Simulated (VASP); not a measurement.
# TiAl (P-6m2) in VASP: notebook

TiAl is run at these levels: PBEsol; tasks: single point.

Program: VASP 6.6.1. These are calculated values, not measurements. Logs are shortened: lines on timing, memory, paths and dates and some standing lists are left out, and cuts for length are marked.

## 1. The cell of the first run

Symmetry: P-6m2, No. 187, hexagonal system. The conventional cell has a = 2.620 Å, b = 2.620 Å, c = 4.250 Å, α = 90.00°, β = 90.00°, γ = 120.00°. Ti (site symmetry -6m2) has 6 Al at 2.61 Å and 6 Ti at 2.62 Å within 3.4 Å. Al (site symmetry -6m2) has 6 Ti at 2.61 Å and 6 Al at 2.62 Å within 3.4 Å.

## 2. Single point, PBEsol (strain -0.080 along x and y, -0.080 along z)

Contents of INCAR:

```
SYSTEM = TiAl
PREC = Accurate
ENCUT = 520
EDIFF = 1E-6
ISMEAR = 0
SIGMA = 0.15
LREAL = .FALSE.
LASPH = .TRUE.
NELM = 100
ALGO = Fast
ISIF = 2
LWAVE = .FALSE.
LCHARG = .TRUE.
GGA = PS
LELF = .TRUE.
LVHAR = .TRUE.
NBANDS = 14
```

Contents of KPOINTS:

```
Automatic mesh
0
G
  24 24 14
  0 0 0
```

Contents of POSCAR:

```
TiAl
1.0
    2.6199955819      0.0000000000      0.0000000000
   -1.3099977909      2.2689827318      0.0000000000
    0.0000000000      0.0000000000      4.2503491602
Ti Al
1 1
Direct
    0.0000000000      0.0000000000      0.0000000000
    0.3333333333      0.6666666667      0.5000000000
```

Potentials or basis: VASP PAW PBE potentials, release 64 (Ti_sv, Al).

On the command line:

```sh
> cat potpaw_PBE.64/Ti_sv/POTCAR potpaw_PBE.64/Al/POTCAR > POTCAR
> mpirun -np 1 vasp_std > vasp.out
```

OUTCAR:

```text
SYSTEM = TiAl
   PREC = Accurate
   ENCUT = 520
   EDIFF = 1E-6
   ISMEAR = 0
   LREAL = .FALSE.
   LASPH = .TRUE.
   NELM = 100
   ISIF = 2
   GGA = PS

 ion  position               nearest neighbor table
   1  0.000  0.000  0.000-   2 2.61   2 2.61   2 2.61   2 2.61   2 2.61   2 2.61
   2  0.333  0.667  0.500-   1 2.61   1 2.61   1 2.61   1 2.61   1 2.61   1 2.61

  LATTYP: Found a hexagonal cell.
 ALAT       =     2.6199955819
 C/A-ratio  =     1.6222734075

  Lattice vectors:

 A1 = (   2.6199955819,   0.0000000000,   0.0000000000)
 A2 = (  -1.3099977909,   2.2689827318,   0.0000000000)
 A3 = (   0.0000000000,   0.0000000000,   4.2503491602)

Analysis of symmetry for initial positions (statically):
=====================================================================
 Subroutine PRICEL returns:
 Original cell was already a primitive cell.

 Routine SETGRP: Setting up the symmetry group for a
 hexagonal supercell.

 Subroutine GETGRP returns: Found 12 space group operations
 (whereof 12 operations were pure point group operations)
 out of a pool of 24 trial point group operations.

The static configuration has the point symmetry D_3h.

Analysis of symmetry for dynamics (positions and initial velocities):
=====================================================================
 Subroutine PRICEL returns:
 Original cell was already a primitive cell.

 Routine SETGRP: Setting up the symmetry group for a
 hexagonal supercell.

 Subroutine GETGRP returns: Found 12 space group operations
 (whereof 12 operations were pure point group operations)
 out of a pool of 24 trial point group operations.

The dynamic configuration has the point symmetry D_3h.

 Subroutine INISYM returns: Found 12 space group operations
 (whereof 12 operations are pure point group operations),
 and found     1 'primitive' translations

----------------------------------------------------------------------------------------

                                     Primitive cell

  volume of cell :      25.2672

  direct lattice vectors                    reciprocal lattice vectors
     2.619995582  0.000000000  0.000000000     0.381680033  0.220363070  0.000000000
    -1.309997791  2.268982732  0.000000000     0.000000000  0.440726140  0.000000000
     0.000000000  0.000000000  4.250349160     0.000000000  0.000000000  0.235274789

  length of vectors
     2.619995582  2.619995582  4.250349160     0.440726140  0.440726140  0.235274789

  position of ions in fractional coordinates (direct lattice)
     0.000000000  0.000000000  0.000000000
     0.333333333  0.666666667  0.500000000

  ion indices of the primitive-cell ions
   primitive index   ion index
                 1           1
                 2           2

----------------------------------------------------------------------------------------

 KPOINTS: Automatic mesh

Automatic generation of k-mesh.
 Grid dimensions read from file:
 generate k-points for:   24   24   14

 Generating k-lattice:

  Cartesian coordinates                     Fractional coordinates (reciprocal lattice)
     0.015903335  0.009181795  0.000000000     0.041666667  0.000000000  0.000000000
     0.000000000  0.018363589  0.000000000     0.000000000  0.041666667  0.000000000
     0.000000000  0.000000000  0.016805342     0.000000000  0.000000000  0.071428571

  Length of vectors
     0.018363589  0.018363589  0.016805342

  Shift w.r.t. Gamma in fractional coordinates (k-lattice)
     0.000000000  0.000000000  0.000000000

 Subroutine IBZKPT returns following result:
 ===========================================

 Found    488 irreducible k-points:

 Following reciprocal coordinates:
            Coordinates               Weight
  0.000000  0.000000  0.000000      1.000000
  0.041667  0.000000  0.000000      6.000000
  0.083333 -0.000000  0.000000      6.000000
  0.125000 -0.000000  0.000000      6.000000
  0.166667 -0.000000  0.000000      6.000000
  0.208333 -0.000000  0.000000      6.000000
[... 16 lines left out ...]
  0.416667  0.041667  0.000000     12.000000
  0.458333  0.041667  0.000000     12.000000
 [... further k-points ...]
   k-points           NKPTS =    488   k-points in BZ     NKDIM =    488   number of bands    NBANDS=     14
   number of dos      NEDOS =    301   number of ions     NIONS =      2
   total plane-waves  NPLWV =  12800
   dimension x,y,z NGX =    20 NGY =   20 NGZ =   32
   dimension x,y,z NGXF=    40 NGYF=   40 NGZF=   64
   ions per type =               1   1
   NGX,Y,Z   is equivalent  to a cutoff of  12.69, 12.69, 12.52 a.u.
   NGXF,Y,Z  is equivalent  to a cutoff of  25.38, 25.38, 25.03 a.u.
 SYSTEM =  TiAl
   PREC   = accura    normal or accurate (medium, high low for compatibility)
   ISTART =      0    job   : 0-new  1-cont  2-samecut
   ICHARG =      2    charge: 1-file 2-atom 10-const
   ISPIN  =      1    spin polarized calculation?
   LNONCOLLINEAR =      F non collinear calculations
   LSORBIT =      F    spin-orbit coupling
   LASPH  =      T    aspherical Exc in radial PAW
   ENCUT  =  520.0 eV  38.22 Ry    6.18 a.u.   4.87  4.87  7.90*2*pi/ulx,y,z
   NELM   =    100;   NELMIN=  2; NELMDL= -5     # of ELM steps
   EDIFF  = 0.1E-05   stopping-criterion for ELM
   LREAL  =      F    real-space projection
   EDIFFG = 0.1E-04   stopping-criterion for IOM
   NSW    =      0    number of steps for IOM
   IBRION =     -1    ionic relax: 0-MD 1-quasi-New 2-CG
   NFREE  =      0    steps in history (QN), initial steepest desc. (CG)
   ISIF   =      2    stress and relaxation
   ISYM   =      2    0-nonsym 1-usesym 2-fastsym
   POTIM  = 0.5000    time-step for ionic-motion
   TEBEG  =    0.0;   TEEND  =   0.0 temperature during run
   PSTRESS=    0.0 pullay stress
   NELECT =      15.0000    total number of electrons
   NUPDOWN=      -1.0000    fix difference up-down
   EMIN   =  10.00;   EMAX   =-10.00  energy-range for DOS
   EFERMI =   0.00;   METHOD = LEGACY
   ISMEAR =     0;   SIGMA  =   0.15  broadening in eV -4-tet -1-fermi 0-gaus
   EFERMI_NEDOS =   21; number of points for ismear=-14 and -15
   IALGO  =     68    algorithm
   IMIX   =      4    mixing-type and parameters
     AMIX     =   0.40;   BMIX     =  1.00
     AMIX_MAG =   1.60;   BMIX_MAG =  1.00
  volume/ion in A,a.u.               =      12.63        85.26
  Fermi-wavevector in a.u.,A,eV,Ry     =   1.375899  2.600072 25.757152  1.893097
  Thomas-Fermi vector in A             =   2.501193
   LORBIT       =      0    0 simple, 1 ext, 2 COOP (PROOUT), +10 PAW based schemes
   GGA     = PS    functional components
   LHFCALC =     F    Hartree Fock is set to
   AEXX    =    0.0000 exact exchange contribution
   IVDW    =     0    specifies the selected vdW correction
   LEPSILON=     F    determine dielectric tensor
   LRPA    =     F    only Hartree local field effects (RPA)
 non-spin polarized calculation
 RMM-DIIS sequential band-by-band and
 Gauss-broadening in eV      SIGMA  =   0.15
  energy-cutoff  :      520.00
  volume of cell :       25.27
 maximum number of plane-waves:       702
 NGX is ok and might be reduce to    20
   NGX =  9   NGY =  9   NGZ = 15

 number of electron      15.0000003 magnetization

 Free energy of the ion-electron system (eV)
  ---------------------------------------------------
  ext. energy  EPLUGINS =         0.00000000
  ---------------------------------------------------
  free energy    TOTEN  =       -12.12821011 eV

  energy without entropy =      -12.10452714  energy(sigma->0) =      -12.11636863

 E-fermi :  10.9592     XC(G=0): -12.2681

 val. band max:       10.9557677773   @ k =   0.3333   0.3333   0.3571
 cond. band min:      10.9598839909   @ k =   0.3750   0.0417   0.4286
 fundamental gap:      0.0041162136
 Fermi energy:        10.9591763375

 k-point     1 :       0.0000    0.0000    0.0000
  band No.  band energies     occupation
      1     -44.7848      2.00000
      2     -21.2808      2.00000
      3     -20.4066      2.00000
      4     -20.4066      2.00000
      5       0.6073      2.00000
      6       8.3058      2.00000
      7       9.1620      2.00000
      8      12.5151      0.00000
      9      12.5151      0.00000
     10      14.6742      0.00000
     11      14.6742      0.00000
     12      16.3945      0.00000
     13      25.6704      0.00000
     14      25.6708      0.00000

 k-point     2 :       0.0417    0.0000    0.0000
  band No.  band energies     occupation
      1     -44.7803      2.00000
      2     -21.2766      2.00000
      3     -20.4309      2.00000
      4     -20.4118      2.00000
      5       0.6599      2.00000
      6       8.3681      2.00000
      7       9.1530      2.00000
      8      12.4508      0.00000
      9      12.5659      0.00000
     10      14.6547      0.00000
     11      14.6869      0.00000
     12      16.4100      0.00000
     13      24.9483      0.00000
     14      25.3963      0.00000

 k-point     3 :       0.0833   -0.0000    0.0000
  band No.  band energies     occupation
      1     -44.7668      2.00000
      2     -21.2642      2.00000
      3     -20.5018      2.00000
      4     -20.4271      2.00000
      5       0.8169      2.00000
      6       8.5492      2.00000
      7       9.1265      2.00000
      8      12.2700      0.00000
      9      12.7169      0.00000
     10      14.5980      0.00000
     11      14.7256      0.00000
     12      16.4535      0.00000
     13      23.5280      0.00000
     14      24.8154      0.00000

 k-point     4 :       0.1250   -0.0000    0.0000
  band No.  band energies     occupation
      1     -44.7454      2.00000
      2     -21.2445      2.00000
      3     -20.6135      2.00000
      4     -20.4513      2.00000
      5       1.0757      2.00000
      6       8.8300      2.00000
      7       9.0840      2.00000
      8      12.0068      0.00000
      9      12.9629      0.00000
     10      14.5090      0.00000
     11      14.7913      0.00000
     12      16.5166      0.00000
     13      21.9981      0.00000
     14      24.1735      0.00000

 k-point     5 :       0.1667   -0.0000    0.0000
  band No.  band energies     occupation
      1     -44.7173      2.00000
      2     -21.2187      2.00000
      3     -20.7575      2.00000
      4     -20.4826      2.00000
      5       1.4328      2.00000
      6       9.0283      2.00000
      7       9.1703      2.00000
      8      11.7124      0.00000
      9      13.2956      0.00000
     10      14.3952      0.00000
     11      14.8848      0.00000
[... 276 lines left out ...]
 k-point    22 :       0.3750    0.0417    0.0000
  band No.  band energies     occupation
      1     -44.5367      2.00000
      2     -21.6125      2.00000
      3     -21.0542      2.00000
      4     -20.6892      2.00000
      5       4.9198      2.00000
      6       8.6944      2.00000
      7       9.1174      2.00000
      8      10.2443      2.00000
      9      13.5947      0.00000
     10      15.5479      0.00000
     11      15.8673      0.00000
     12      16.3413      0.00000
     13      17.9486      0.00000
     14      20.6537      0.00000

 k-point    23 :       0.4167    0.0417    0.0000
  band No.  band energies     occupation
      1     -44.5184      2.00000
      2     -21.6945      2.00000
      3     -21.0376      2.00000
      4     -20.7090      2.00000
      5       5.7067      2.00000
      6       8.6624      2.00000
      7       8.7373      2.00000
      8       9.6914      2.00000
      9      13.5195      0.00000
     10      15.8931      0.00000
     11      16.0052      0.00000
     12      16.5696      0.00000
     13      18.1172      0.00000
     14      20.4724      0.00000

 k-point    24 :       0.4583    0.0417    0.0000
  band No.  band energies     occupation
      1     -44.5089      2.00000
      2     -21.7368      2.00000
      3     -21.0290      2.00000
      4     -20.7192      2.00000
      5       6.3546      2.00000
      6       8.2447      2.00000
      7       8.6460      2.00000
      8       9.4363      2.00000
      9      13.4807      0.00000
     10      16.0817      0.00000
     11      16.1226      0.00000
     12      16.6964      0.00000
     13      18.2447      0.00000
     14      20.3835      0.00000

 [... further k-points ...]

------------------------ aborting loop because EDIFF is reached ----------------------------------------

  FORCE on cell =-STRESS in cart. coord.  units (eV):
  Direction    XX          YY          ZZ          XY          YZ          ZX
  --------------------------------------------------------------------------------------
  -------------------------------------------------------------------------------------
  Total        6.4229305      6.4229305      7.9408951      0.0000000      0.0000000      0.0000000
  in kB      407.2747143    407.2747143    503.5280662      0.0000000      0.0000000      0.0000000
  external PRESSURE =     439.3591650 kB  Pullay stress =       0.0000000 kB

 VOLUME and BASIS-vectors are now :
 -----------------------------------------------------------------------------
  energy-cutoff  :      520.00
  volume of cell :       25.27
      direct lattice vectors                 reciprocal lattice vectors
     2.619995582  0.000000000  0.000000000     0.381680033  0.220363070  0.000000000
    -1.309997791  2.268982732  0.000000000     0.000000000  0.440726140  0.000000000
     0.000000000  0.000000000  4.250349160     0.000000000  0.000000000  0.235274789

 POSITION                                       TOTAL-FORCE (eV/Angst)
 -----------------------------------------------------------------------------------
      0.00000      0.00000      0.00000        -0.000000      0.000000      0.000000
     -0.00000      1.51266      2.12517         0.000000     -0.000000      0.000000
 -----------------------------------------------------------------------------------
    total drift:                                0.000000     -0.000000      0.000000

  FREE ENERGIE OF THE ION-ELECTRON SYSTEM (eV)
  ---------------------------------------------------
  free  energy   TOTEN  =       -12.1282101120 eV

  energy  without entropy=      -12.1045271433  energy(sigma->0) =      -12.11636863
```

Run time: 2 min. Hardware: 1 thread of Intel Xeon 6975P-C (Granite Rapids), shared host; peak memory 0.29 GiB.

What came out:

```
Free energy            : -12.1282 eV
Pressure               : 43.9 GPa
Band gap on the k mesh : zero (an odd number of electrons rules out a gap without spin polarisation)
```

Caveat: the cell differs from its parent crystal (strain -0.080 along x and y, -0.080 along z); the stress differs along the axes, from 41 to 50 GPa; the PAW data sets were made with another functional, which shifts forces and pressure a little.

(Part 1 of 3 ends here.)
